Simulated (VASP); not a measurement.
# TiO2 (I4_1/amd) in VASP: single point with r2SCAN

Aim: the single point of TiO2 with r2SCAN.

All numbers are computed with VASP 6.6.1; they aren't measurements. Logs are shortened: lines on timing, memory, paths and dates and some standing lists are left out, and cuts for length are marked.

### Step 1. The cell of the first run

The structure is tetragonal, space group I4_1/amd (No. 141). The conventional cell has a = 3.797 Å, b = 3.797 Å, c = 9.579 Å, α = 90.00°, β = 90.00°, γ = 90.00°. Within 2.6 Å of Ti (site symmetry -4m2) lie 6 O at 1.94 to 1.99 Å. O (site symmetry 2mm) has 3 Ti at 1.94 to 1.99 Å and 2 O at 2.47 Å within 2.6 Å.

### Step 2. Single point, r2SCAN, collinear spin, zero start

Contents of POSCAR:

```
TiO2
1.0
   -1.8985500000      1.8985500000      4.7895000000
    1.8985500000     -1.8985500000      4.7895000000
    1.8985500000      1.8985500000     -4.7895000000
Ti O
2 4
Direct
    0.0000000000      0.0000000000      0.0000000000
    0.7500000000      0.2500000000      0.5000000000
    0.2078000000      0.2078000000      0.0000000000
    0.9578000000      0.4578000000      0.5000000000
    0.5422000000      0.0422000000      0.5000000000
    0.7922000000      0.7922000000      0.0000000000
```

Contents of INCAR.step1:

```
PREC = Accurate
ENCUT = 520
ISMEAR = -1
SIGMA = 0.03
LREAL = F
LASPH = T
NELM = 150
ISPIN = 2
MAGMOM = 0 0 0 0 0 0
LMAXMIX = 4
ISYM = 0
NBANDS = 37
GGA = PE
ALGO = Normal
EDIFF = 1E-4
LWAVE = T
LCHARG = F
```

Contents of INCAR.step2:

```
PREC = Accurate
ENCUT = 520
EDIFF = 1E-6
ISMEAR = -1
SIGMA = 0.03
LREAL = F
LASPH = T
NELM = 150
ALGO = Normal
ISIF = 2
LWAVE = F
LCHARG = T
ISPIN = 2
MAGMOM = 0 0 0 0 0 0
LORBIT = 11
LMAXMIX = 4
METAGGA = R2SCAN
LMIXTAU = T
LELF = T
LVHAR = T
ISYM = 0
NBANDS = 37
ISTART = 1
```

Contents of KPOINTS:

```
regular mesh
0
Gamma
  5 5 6
```

Potentials or basis: VASP PAW PBE potentials, release 64 (Ti_sv, O).

On the command line:

```
> cat potpaw_PBE.64/Ti_sv/POTCAR potpaw_PBE.64/O/POTCAR > POTCAR
> cp INCAR.step1 INCAR
> mpirun -np 1 vasp_std > vasp.out
> cp INCAR.step2 INCAR
> mpirun -np 1 vasp_std > vasp.out
```

OUTCAR:

```text
PREC = Accurate
   ENCUT = 520
   EDIFF = 1E-6
   ISMEAR = -1
   LREAL = F
   LASPH = T
   NELM = 150
   ISIF = 2
   ISPIN = 2
   LORBIT = 11
   METAGGA = R2SCAN
   ISYM = 0
   ISTART = 1

 ion  position               nearest neighbor table
   1  0.000  0.000  0.000-   4 1.94   5 1.94   5 1.94   4 1.94   3 1.99   6 1.99
   2  0.750  0.250  0.500-   3 1.94   6 1.94   6 1.94   3 1.94   4 1.99   5 1.99
   3  0.208  0.208  0.000-   2 1.94   2 1.94   1 1.99
   4  0.958  0.458  0.500-   1 1.94   1 1.94   2 1.99
   5  0.542  0.042  0.500-   1 1.94   1 1.94   2 1.99
   6  0.792  0.792  0.000-   2 1.94   2 1.94   1 1.99

IMPORTANT INFORMATION: All symmetrisations will be switched off!
NOSYMM: (Re-)initialisation of all symmetry stuff for point group C_1.

----------------------------------------------------------------------------------------

                                     Primitive cell

  volume of cell :      69.0549

  direct lattice vectors                    reciprocal lattice vectors
    -1.898550000  1.898550000  4.789500000     0.000000000  0.263358879  0.104395031
     1.898550000 -1.898550000  4.789500000     0.263358879  0.000000000  0.104395031
     1.898550000  1.898550000 -4.789500000     0.263358879  0.263358879  0.000000000

  length of vectors
     5.490746257  5.490746257  5.490746257     0.283295291  0.283295291  0.372445699

  position of ions in fractional coordinates (direct lattice)
     0.000000000  0.000000000  0.000000000
     0.750000000  0.250000000  0.500000000
     0.207800000  0.207800000  0.000000000
     0.957800000  0.457800000  0.500000000
     0.542200000  0.042200000  0.500000000
     0.792200000  0.792200000  0.000000000

  ion indices of the primitive-cell ions
   primitive index   ion index
                 1           1
                 2           2
                 3           3
                 4           4
                 5           5
                 6           6

----------------------------------------------------------------------------------------

 KPOINTS: regular mesh

Automatic generation of k-mesh.
 Grid dimensions read from file:
 generate k-points for:    5    5    6

 Generating k-lattice:

  Cartesian coordinates                     Fractional coordinates (reciprocal lattice)
     0.000000000  0.052671776  0.020879006     0.200000000  0.000000000  0.000000000
     0.052671776  0.000000000  0.020879006     0.000000000  0.200000000  0.000000000
     0.043893147  0.043893147  0.000000000     0.000000000  0.000000000  0.166666667

  Length of vectors
     0.056659058  0.056659058  0.062074283

  Shift w.r.t. Gamma in fractional coordinates (k-lattice)
     0.000000000  0.000000000  0.000000000

 -----------------------------------------------------------------------------
|                                                                             |
|           W    W    AA    RRRRR   N    N  II  N    N   GGGG   !!!           |
|           W    W   A  A   R    R  NN   N  II  NN   N  G    G  !!!           |
|           W    W  A    A  R    R  N N  N  II  N N  N  G       !!!           |
|           W WW W  AAAAAA  RRRRR   N  N N  II  N  N N  G  GGG   !            |
|           WW  WW  A    A  R   R   N   NN  II  N   NN  G    G                |
|           W    W  A    A  R    R  N    N  II  N    N   GGGG   !!!           |
|                                                                             |
|     Your reciprocal lattice and k-lattice belong to different lattice       |
|     classes:                                                                |
|                                                                             |
|        The reciprocal lattice is body-centered tetragonal,                  |
|        whereas your k-lattice is base-centered monoclinic.                  |
|                                                                             |
|     Results are often still useful ...                                      |
|                                                                             |
 -----------------------------------------------------------------------------

 WARNING: IBZKPT: internal override: KBLOWUP is changed to .FALSE.
      ... skipping the blow-up phase ...

 Subroutine IBZKPT returns following result:
 ===========================================

 Found     76 irreducible k-points:

 Following reciprocal coordinates:
            Coordinates               Weight
  0.000000  0.000000  0.000000      1.000000
  0.200000  0.000000  0.000000      2.000000
  0.400000  0.000000  0.000000      2.000000
  0.000000  0.200000  0.000000      2.000000
  0.200000  0.200000  0.000000      2.000000
  0.400000  0.200000  0.000000      2.000000
[... 16 lines left out ...]
 -0.200000  0.200000  0.166667      2.000000
  0.000000  0.400000  0.166667      2.000000
 [... further k-points ...]
   k-points           NKPTS =     76   k-points in BZ     NKDIM =     76   number of bands    NBANDS=     37
   number of dos      NEDOS =    301   number of ions     NIONS =      6
   total plane-waves  NPLWV =  74088
   dimension x,y,z NGX =    42 NGY =   42 NGZ =   42
   dimension x,y,z NGXF=    84 NGYF=   84 NGZF=   84
   ions per type =               2   4
   NGX,Y,Z   is equivalent  to a cutoff of  12.72, 12.72, 12.72 a.u.
   NGXF,Y,Z  is equivalent  to a cutoff of  25.43, 25.43, 25.43 a.u.
 SYSTEM =  unknown system
   PREC   = accura    normal or accurate (medium, high low for compatibility)
   ISTART =      1    job   : 0-new  1-cont  2-samecut
   ICHARG =      0    charge: 1-file 2-atom 10-const
   ISPIN  =      2    spin polarized calculation?
   LNONCOLLINEAR =      F non collinear calculations
   LSORBIT =      F    spin-orbit coupling
   LASPH  =      T    aspherical Exc in radial PAW
   ENCUT  =  520.0 eV  38.22 Ry    6.18 a.u.  10.21 10.21 10.21*2*pi/ulx,y,z
   NELM   =    150;   NELMIN=  2; NELMDL=  0     # of ELM steps
   EDIFF  = 0.1E-05   stopping-criterion for ELM
   LREAL  =      F    real-space projection
   EDIFFG = 0.1E-04   stopping-criterion for IOM
   NSW    =      0    number of steps for IOM
   IBRION =     -1    ionic relax: 0-MD 1-quasi-New 2-CG
   NFREE  =      0    steps in history (QN), initial steepest desc. (CG)
   ISIF   =      2    stress and relaxation
   ISYM   =      0    0-nonsym 1-usesym 2-fastsym
   POTIM  = 0.5000    time-step for ionic-motion
   TEBEG  =    0.0;   TEEND  =   0.0 temperature during run
   PSTRESS=    0.0 pullay stress
   NELECT =      48.0000    total number of electrons
   NUPDOWN=      -1.0000    fix difference up-down
   EMIN   =  10.00;   EMAX   =-10.00  energy-range for DOS
   EFERMI =   0.00;   METHOD = LEGACY
   ISMEAR =    -1;   SIGMA  =   0.03  broadening in eV -4-tet -1-fermi 0-gaus
   EFERMI_NEDOS =   21; number of points for ismear=-14 and -15
   IALGO  =     38    algorithm
   IMIX   =      4    mixing-type and parameters
     AMIX     =   0.40;   BMIX     =  1.00
     AMIX_MAG =   1.60;   BMIX_MAG =  1.00
  volume/ion in A,a.u.               =      11.51        77.67
  Fermi-wavevector in a.u.,A,eV,Ry     =   1.450186  2.740455 28.613604  2.103041
  Thomas-Fermi vector in A             =   2.567827
   LORBIT       =     11    0 simple, 1 ext, 2 COOP (PROOUT), +10 PAW based schemes
   METAGGA = R2SCAN    functional components
   LHFCALC =     F    Hartree Fock is set to
   AEXX    =    0.0000 exact exchange contribution
   IVDW    =     0    specifies the selected vdW correction
   LEPSILON=     F    determine dielectric tensor
   LRPA    =     F    only Hartree local field effects (RPA)
 spin polarized calculation
  energy-cutoff  :      520.00
  volume of cell :       69.05
 maximum number of plane-waves:      1868
 NGX is ok and might be reduce to    42
   NGX = 21   NGY = 21   NGZ = 21

 number of electron      47.9999992 magnetization       0.0000000

 number of electron      47.9999992 magnetization      -0.0000000

 Free energy of the ion-electron system (eV)
  ---------------------------------------------------
  ext. energy  EPLUGINS =         0.00000000
  ---------------------------------------------------
  free energy    TOTEN  =       -69.85892642 eV

  energy without entropy =      -69.85892642  energy(sigma->0) =      -69.85892642

 E-fermi :   3.6938     XC(G=0): -11.3940

 val. band max:        2.9216075072   @ k =  -0.4000   0.4000   0.0000
 cond. band min:       5.4378009797   @ k =   0.0000   0.0000   0.0000
 fundamental gap:      2.5161934725
 Fermi energy:         3.6938196140

 spin component 1

 k-point     1 :       0.0000    0.0000    0.0000
  band No.  band energies     occupation
      1     -55.7099      1.00000
      2     -55.6527      1.00000
      3     -31.1121      1.00000
      4     -30.8725      1.00000
      5     -30.8725      1.00000
      6     -30.8048      1.00000
[... 925 lines left out ...]
     35      14.1802      0.00000
     36      15.1394      0.00000

 [... further k-points ...]

 spin component 2

 k-point     1 :       0.0000    0.0000    0.0000
  band No.  band energies     occupation
      1     -55.7099      1.00000
      2     -55.6527      1.00000
      3     -31.1121      1.00000
      4     -30.8725      1.00000
      5     -30.8725      1.00000
      6     -30.8048      1.00000
[... 925 lines left out ...]
     35      14.1802      0.00000
     36      15.1394      0.00000

 [... further k-points ...]

 [bands above 36 left out]

------------------------ aborting loop because EDIFF is reached ----------------------------------------

  FORCE on cell =-STRESS in cart. coord.  units (eV):
  Direction    XX          YY          ZZ          XY          YZ          ZX
  --------------------------------------------------------------------------------------
  -------------------------------------------------------------------------------------
  Total       -0.5448836     -0.5448704     -0.4532338      0.0000909     -0.0000699     -0.0000711
  in kB      -12.6421237    -12.6418193    -10.5157113      0.0021079     -0.0016223     -0.0016503
  external PRESSURE =     -11.9332181 kB  Pullay stress =       0.0000000 kB

 VOLUME and BASIS-vectors are now :
 -----------------------------------------------------------------------------
  energy-cutoff  :      520.00
  volume of cell :       69.05
      direct lattice vectors                 reciprocal lattice vectors
    -1.898550000  1.898550000  4.789500000     0.000000000  0.263358879  0.104395031
     1.898550000 -1.898550000  4.789500000     0.263358879  0.000000000  0.104395031
     1.898550000  1.898550000 -4.789500000     0.263358879  0.263358879  0.000000000

 POSITION                                       TOTAL-FORCE (eV/Angst)
 -----------------------------------------------------------------------------------
      0.00000      0.00000      0.00000        -0.000119      0.000066     -0.000000
      0.00000      1.89855      2.39475         0.000017     -0.000066      0.000000
      0.00000      0.00000      1.99052         0.000007     -0.000029     -0.040929
      0.00000      1.89855      4.38527         0.000027      0.000012     -0.040929
     -0.00000      1.89855      0.40423        -0.000017      0.000029      0.040930
      0.00000      0.00000      7.58848         0.000084     -0.000012      0.040929
 -----------------------------------------------------------------------------------
    total drift:                               -0.000001     -0.000000      0.000000

  FREE ENERGIE OF THE ION-ELECTRON SYSTEM (eV)
  ---------------------------------------------------
  free  energy   TOTEN  =       -69.8589264222 eV

  energy  without entropy=      -69.8589264222  energy(sigma->0) =      -69.85892642

 total charge

# of ion       s       p       d       tot
------------------------------------------
    1        2.218   6.292   1.666  10.176
    2        2.218   6.292   1.666  10.176
    3        1.576   3.528   0.000   5.104
    4        1.576   3.528   0.000   5.104
    5        1.576   3.528   0.000   5.104
    6        1.576   3.528   0.000   5.104
--------------------------------------------------
tot         10.739  26.698   3.331  40.769

 magnetization (x)

# of ion       s       p       d       tot
------------------------------------------
    1        0.000   0.000  -0.000   0.000
    2       -0.000  -0.000  -0.000  -0.000
    3        0.000   0.000   0.000   0.000
    4        0.000   0.000   0.000   0.000
    5        0.000   0.000   0.000   0.000
    6        0.000   0.000   0.000   0.000
--------------------------------------------------
tot         -0.000   0.000  -0.000   0.000
```

Wall time 39 min (1 thread of Intel Xeon Platinum 8259CL at 2.50GHz (Skylake/Cascade Lake), shared host); peak memory 0.52 GiB.

Results:

* Free energy: -69.8589 eV
* Pressure: -1.2 GPa
* Largest force: 0.041 eV/Å
* Band gap on the k mesh: 2.52 eV (least direct gap 2.93 eV)
* Net moment: 0.00 μB per cell
* Valence electrons inside the program's atomic spheres: Ti 10.18; O 5.10

Forces on the atoms (eV/Å):
```
Ti   0.000  0.000  0.000
Ti   0.000  0.000  0.000
O    0.000  0.000 -0.041
O    0.000  0.000 -0.041
O    0.000  0.000  0.041
O    0.000  0.000  0.041
```

Stress tensor (GPa, compression positive):
```
-1.26  0.00  0.00
 0.00 -1.26  0.00
 0.00  0.00 -1.05
```

Caveat: the PAW data sets were made with another functional, which shifts forces and pressure a little; an odd mesh through Γ misses points on the zone boundary, where band edges can lie. r2SCAN opens gaps a little over a GGA but as a rule still falls short of measured ones.
